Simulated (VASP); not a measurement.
# Ni (Pm-3n) in VASP: relaxation of cell and atoms with PBE

Aim: the relaxation of cell and atoms of Ni with PBE.

All numbers are computed with VASP 6.6.1; they aren't measurements. Logs are shortened: lines on timing, memory, paths and dates and some standing lists are left out, and cuts for length are marked.

**1. The cell of the first run**

It takes space group Pm-3n (No. 223, cubic). The conventional cell has a = 4.413 Å, b = 4.413 Å, c = 4.413 Å, α = 90.00°, β = 90.00°, γ = 90.00°. Within 3.3 Å of Ni (site symmetry m-3) lie 12 Ni at 2.47 Å. Ni (site symmetry -4m2) has 14 Ni at 2.21 to 2.70 Å within 2.9 Å.

**2. Relaxation of cell and atoms, PBE, collinear spin, ferromagnetic start**

Input file INCAR:

```
SYSTEM = Ni
  PREC = Accurate
  ENCUT = 600
  EDIFF = 1E-6
  ISMEAR = 0
  SIGMA = 0.1
  LREAL = .False.
  LASPH = .True.
  NELM = 150
  ALGO = Fast
  ISIF = 3
  LWAVE = .False.
  LCHARG = .False.
  ISPIN = 2
  MAGMOM = 0.68 0.68 0.68 0.68 0.68 0.68 0.68 0.68
  LORBIT = 11
  LMAXMIX = 4
  GGA = PE
  IBRION = 2
  NSW = 90
  EDIFFG = -0.04
```

Input file KPOINTS:

```
regular mesh
0
Gamma
  4 4 4
  0 0 0
```

Input file POSCAR:

```
Ni
1.0
    4.4126996780      0.0000000000      0.0000000000
    0.0000000000      4.4126996780      0.0000000000
    0.0000000000      0.0000000000      4.4126996780
Ni
8
Direct
    0.5000000000      0.5000000000      0.5000000000
    0.0000000000      0.0000000000      0.0000000000
    0.2500000000      0.0000000000      0.5000000000
    0.5000000000      0.2500000000      0.0000000000
    0.5000000000      0.7500000000      0.0000000000
    0.7500000000      0.0000000000      0.5000000000
    0.0000000000      0.5000000000      0.7500000000
    0.0000000000      0.5000000000      0.2500000000
```

Potentials or basis: VASP PAW PBE potentials, release 64 (Ni).

On the command line:

```
$ cat potpaw_PBE.64/Ni/POTCAR > POTCAR
$ mpirun -np 1 vasp_std > vasp.out
```

OUTCAR:

```text
SYSTEM = Ni
   PREC = Accurate
   ENCUT = 600
   EDIFF = 1E-6
   ISMEAR = 0
   LREAL = .False.
   LASPH = .True.
   NELM = 150
   ISIF = 3
   ISPIN = 2
   LORBIT = 11
   GGA = PE
   IBRION = 2
   NSW = 90
   EDIFFG = -0.04

 ion  position               nearest neighbor table
   1  0.500  0.500  0.500-   3 2.47   4 2.47   5 2.47   6 2.47   7 2.47   8 2.47   4 2.47   5 2.47
                             3 2.47   6 2.47   7 2.47   8 2.47
   2  0.000  0.000  0.000-   3 2.47   4 2.47   5 2.47   6 2.47   7 2.47   8 2.47   3 2.47   6 2.47
                             7 2.47   8 2.47   4 2.47   5 2.47
   3  0.250  0.000  0.500-   6 2.21   6 2.21   1 2.47   2 2.47   1 2.47   2 2.47   8 2.70   5 2.70
                             4 2.70   5 2.70   4 2.70   7 2.70   8 2.70   7 2.70
   4  0.500  0.250  0.000-   5 2.21   5 2.21   1 2.47   1 2.47   2 2.47   2 2.47   8 2.70   3 2.70
                             3 2.70   6 2.70   6 2.70   7 2.70   7 2.70   8 2.70
   5  0.500  0.750  0.000-   4 2.21   4 2.21   1 2.47   1 2.47   2 2.47   2 2.47   8 2.70   3 2.70
                             3 2.70   6 2.70   6 2.70   7 2.70   7 2.70   8 2.70
   6  0.750  0.000  0.500-   3 2.21   3 2.21   1 2.47   2 2.47   1 2.47   2 2.47   8 2.70   4 2.70
                             4 2.70   5 2.70   5 2.70   7 2.70   8 2.70   7 2.70
   7  0.000  0.500  0.750-   8 2.21   8 2.21   1 2.47   2 2.47   2 2.47   1 2.47   3 2.70   4 2.70
                             5 2.70   3 2.70   6 2.70   6 2.70   4 2.70   5 2.70
   8  0.000  0.500  0.250-   7 2.21   7 2.21   1 2.47   2 2.47   2 2.47   1 2.47   3 2.70   4 2.70
                             5 2.70   3 2.70   6 2.70   6 2.70   4 2.70   5 2.70

  LATTYP: Found a simple cubic cell.
 ALAT       =     4.4126996780

  Lattice vectors:

 A1 = (   4.4126996780,   0.0000000000,   0.0000000000)
 A2 = (   0.0000000000,   4.4126996780,   0.0000000000)
 A3 = (   0.0000000000,   0.0000000000,   4.4126996780)

Analysis of symmetry for initial positions (statically):
=====================================================================
 Subroutine PRICEL returns:
 Original cell was already a primitive cell.

 Routine SETGRP: Setting up the symmetry group for a
 simple cubic supercell.

 Subroutine GETGRP returns: Found 48 space group operations
 (whereof 24 operations were pure point group operations)
 out of a pool of 48 trial point group operations.

The static configuration has the point symmetry T_h .
 The point group associated with its full space group is O_h .

Analysis of symmetry for dynamics (positions and initial velocities):
=====================================================================
 Subroutine PRICEL returns:
 Original cell was already a primitive cell.

 Routine SETGRP: Setting up the symmetry group for a
 simple cubic supercell.

 Subroutine GETGRP returns: Found 48 space group operations
 (whereof 24 operations were pure point group operations)
 out of a pool of 48 trial point group operations.

The dynamic configuration has the point symmetry T_h .
 The point group associated with its full space group is O_h .

Analysis of structural, dynamic, and magnetic symmetry:
=====================================================================
 Subroutine PRICEL returns:
 Original cell was already a primitive cell.

 Routine SETGRP: Setting up the symmetry group for a
 simple cubic supercell.

 Subroutine GETGRP returns: Found 48 space group operations
 (whereof 24 operations were pure point group operations)
 out of a pool of 48 trial point group operations.

The overall configuration has the point symmetry T_h .
 The point group associated with its full space group is O_h .

 Subroutine INISYM returns: Found 48 space group operations
 (whereof 24 operations are pure point group operations),
 and found     1 'primitive' translations

----------------------------------------------------------------------------------------

                                     Primitive cell

  volume of cell :      85.9237

  direct lattice vectors                    reciprocal lattice vectors
     4.412699678  0.000000000  0.000000000     0.226618640  0.000000000  0.000000000
     0.000000000  4.412699678  0.000000000     0.000000000  0.226618640  0.000000000
     0.000000000  0.000000000  4.412699678     0.000000000  0.000000000  0.226618640

  length of vectors
     4.412699678  4.412699678  4.412699678     0.226618640  0.226618640  0.226618640

  position of ions in fractional coordinates (direct lattice)
     0.500000000  0.500000000  0.500000000
     0.000000000  0.000000000  0.000000000
     0.250000000  0.000000000  0.500000000
[... 50 lines left out ...]
  0.500000  0.500000  0.000000      3.000000
  0.250000  0.250000  0.250000      8.000000
  0.500000  0.250000  0.250000     12.000000
  0.500000  0.500000  0.250000      6.000000
  0.500000  0.500000  0.500000      1.000000
   k-points           NKPTS =     10   k-points in BZ     NKDIM =     10   number of bands    NBANDS=     51
   number of dos      NEDOS =    301   number of ions     NIONS =      8
   total plane-waves  NPLWV =  46656
   dimension x,y,z NGX =    36 NGY =   36 NGZ =   36
   dimension x,y,z NGXF=    72 NGYF=   72 NGZF=   72
   ions per type =               8
   NGX,Y,Z   is equivalent  to a cutoff of  13.56, 13.56, 13.56 a.u.
   NGXF,Y,Z  is equivalent  to a cutoff of  27.13, 27.13, 27.13 a.u.
 SYSTEM =  Ni
   PREC   = accura    normal or accurate (medium, high low for compatibility)
   ISTART =      0    job   : 0-new  1-cont  2-samecut
   ICHARG =      2    charge: 1-file 2-atom 10-const
   ISPIN  =      2    spin polarized calculation?
   LNONCOLLINEAR =      F non collinear calculations
   LSORBIT =      F    spin-orbit coupling
   LASPH  =      T    aspherical Exc in radial PAW
   ENCUT  =  600.0 eV  44.10 Ry    6.64 a.u.   8.81  8.81  8.81*2*pi/ulx,y,z
   NELM   =    150;   NELMIN=  2; NELMDL= -5     # of ELM steps
   EDIFF  = 0.1E-05   stopping-criterion for ELM
   LREAL  =      F    real-space projection
   EDIFFG = -.4E-01   stopping-criterion for IOM
   NSW    =     90    number of steps for IOM
   IBRION =      2    ionic relax: 0-MD 1-quasi-New 2-CG
   NFREE  =      1    steps in history (QN), initial steepest desc. (CG)
   ISIF   =      3    stress and relaxation
   ISYM   =      2    0-nonsym 1-usesym 2-fastsym
   POTIM  = 0.5000    time-step for ionic-motion
   TEBEG  =    0.0;   TEEND  =   0.0 temperature during run
   PSTRESS=    0.0 pullay stress
   NELECT =      80.0000    total number of electrons
   NUPDOWN=      -1.0000    fix difference up-down
   EMIN   =  10.00;   EMAX   =-10.00  energy-range for DOS
   EFERMI =   0.00;   METHOD = LEGACY
   ISMEAR =     0;   SIGMA  =   0.10  broadening in eV -4-tet -1-fermi 0-gaus
   EFERMI_NEDOS =   21; number of points for ismear=-14 and -15
   IALGO  =     68    algorithm
   IMIX   =      4    mixing-type and parameters
     AMIX     =   0.40;   BMIX     =  1.00
     AMIX_MAG =   1.60;   BMIX_MAG =  1.00
  volume/ion in A,a.u.               =      10.74        72.48
  Fermi-wavevector in a.u.,A,eV,Ry     =   1.598578  3.020874 34.769023  2.555451
  Thomas-Fermi vector in A             =   2.696006
   LORBIT       =     11    0 simple, 1 ext, 2 COOP (PROOUT), +10 PAW based schemes
   GGA     = PE    functional components
   LHFCALC =     F    Hartree Fock is set to
   AEXX    =    0.0000 exact exchange contribution
   IVDW    =     0    specifies the selected vdW correction
   LEPSILON=     F    determine dielectric tensor
   LRPA    =     F    only Hartree local field effects (RPA)
 conjugate gradient relaxation of ions
 spin polarized calculation
 RMM-DIIS sequential band-by-band and
 Gauss-broadening in eV      SIGMA  =   0.10
  energy-cutoff  :      600.00
  volume of cell :       85.92
 maximum number of plane-waves:      2897
 NGX is ok and might be reduce to    36
   NGX = 17   NGY = 17   NGZ = 17

--------------------------------------- Ionic step        1  -------------------------------------------

 number of electron      79.9999947 magnetization       4.6163303

 Free energy of the ion-electron system (eV)
  ---------------------------------------------------
  ext. energy  EPLUGINS =         0.00000000
  ---------------------------------------------------
  free energy    TOTEN  =       -42.57780108 eV

  energy without entropy =      -42.47650204  energy(sigma->0) =      -42.52715156

------------------------ aborting loop because EDIFF is reached ----------------------------------------

  FORCE on cell =-STRESS in cart. coord.  units (eV):
  Direction    XX          YY          ZZ          XY          YZ          ZX
  --------------------------------------------------------------------------------------
  -------------------------------------------------------------------------------------
  Total        4.0780397      4.0780397      4.0780397     -0.0000000      0.0000000      0.0000000
  in kB       76.0411917     76.0411917     76.0411917     -0.0000000      0.0000000      0.0000000
  external PRESSURE =      76.0411917 kB  Pullay stress =       0.0000000 kB
[... 71 lines left out ...]
--------------------------------------- Ionic step        3  -------------------------------------------

 number of electron      79.9999938 magnetization       4.7620360

 Free energy of the ion-electron system (eV)
  ---------------------------------------------------
  ext. energy  EPLUGINS =         0.00000000
  ---------------------------------------------------
  free energy    TOTEN  =       -42.65258206 eV

  energy without entropy =      -42.54452564  energy(sigma->0) =      -42.59855385

 E-fermi :   9.0255     XC(G=0): -13.0946

 val. band max:        9.0125258270   @ k =   0.5000   0.5000   0.2500
 cond. band min:       9.0332088178   @ k =   0.2500   0.2500   0.0000
 fundamental gap:      0.0206829908
 Fermi energy:         9.0254894186

 spin component 1

 k-point     1 :       0.0000    0.0000    0.0000
  band No.  band energies     occupation
      1       0.1941      1.00000
      2       4.2847      1.00000
      3       4.2847      1.00000
      4       4.9055      1.00000
      5       5.2854      1.00000
      6       5.2854      1.00000
[... 529 lines left out ...]
     50      23.1635      0.00000
     51      23.1863      0.00000
 Fermi energy:         9.0254894186

 spin component 2

 k-point     1 :       0.0000    0.0000    0.0000
  band No.  band energies     occupation
      1       0.1730      1.00000
      2       4.6352      1.00000
      3       4.6352      1.00000
      4       5.1976      1.00000
      5       5.7920      1.00000
      6       5.7920      1.00000
[... 564 lines left out ...]
  FREE ENERGIE OF THE ION-ELECTRON SYSTEM (eV)
  ---------------------------------------------------
  free  energy   TOTEN  =       -42.6525820649 eV

  energy  without entropy=      -42.5445256419  energy(sigma->0) =      -42.59855385

 reached required accuracy - stopping structural energy minimisation

 total charge

# of ion       s       p       d       tot
------------------------------------------
    1        0.493   0.486   8.313   9.291
    2        0.493   0.486   8.313   9.291
    3        0.486   0.473   8.334   9.293
    4        0.486   0.473   8.334   9.293
    5        0.486   0.473   8.334   9.293
    6        0.486   0.473   8.334   9.293
    7        0.486   0.473   8.334   9.293
    8        0.486   0.473   8.334   9.293
--------------------------------------------------
tot          3.900   3.810  66.630  74.340

 magnetization (x)

# of ion       s       p       d       tot
------------------------------------------
    1       -0.005  -0.024   0.633   0.604
    2       -0.005  -0.024   0.633   0.604
    3       -0.003  -0.019   0.629   0.606
    4       -0.003  -0.019   0.629   0.606
    5       -0.003  -0.019   0.629   0.606
    6       -0.003  -0.019   0.629   0.606
    7       -0.003  -0.019   0.629   0.606
    8       -0.003  -0.019   0.629   0.606
--------------------------------------------------
tot         -0.031  -0.162   5.039   4.845
```

Run time: 6 min. Hardware: 1 thread of Intel Xeon Platinum 8375C at 2.90GHz (Ice Lake), shared host; peak memory 0.27 GiB.

Results:

```
Free energy                                           : -42.6526 eV
Relaxed volume                                        : 11.15 Å³/atom
Relaxed cell                                          : a = 4.468 Å, b = 4.468 Å, c = 4.468 Å, α = 90.00°, β = 90.00°, γ = 90.00°
Space group after relaxing (to 0.05 Å)                : Pm-3n (No. 223)
Energy gained by relaxing                             : 9.3 meV/atom
Ionic steps                                           : 3
Pressure after relaxing                               : 0.0 GPa
Net moment                                            : 4.76 μB per cell
Site moments                                          : Ni +0.60, +0.61 μB
Valence electrons inside the program's atomic spheres : Ni 9.29
```

Step by step:
```
step  energy change (eV)  largest force (eV/Å)  pressure (GPa)  volume (Å³)
   1              0.0000                0.0000            7.60        85.92
   2             -0.0134                0.0000           -5.91        92.42
   3             -0.0748                0.0000            0.01        89.22
```

Final structure:
```yaml
crystal:
  lattice:
    - [4.46849, 0.00000, 0.00000]
    - [0.00000, 4.46849, 0.00000]
    - [0.00000, 0.00000, 4.46849]
  atoms:
    - { symbol: Ni, position: [0.50000, 0.50000, 0.50000] }
    - { symbol: Ni, position: [0.00000, 0.00000, 0.00000] }
    - { symbol: Ni, position: [0.25000, 0.00000, 0.50000] }
    - { symbol: Ni, position: [0.50000, 0.25000, 0.00000] }
    - { symbol: Ni, position: [0.50000, 0.75000, 0.00000] }
    - { symbol: Ni, position: [0.75000, 0.00000, 0.50000] }
    - { symbol: Ni, position: [0.00000, 0.50000, 0.75000] }
    - { symbol: Ni, position: [0.00000, 0.50000, 0.25000] }
```
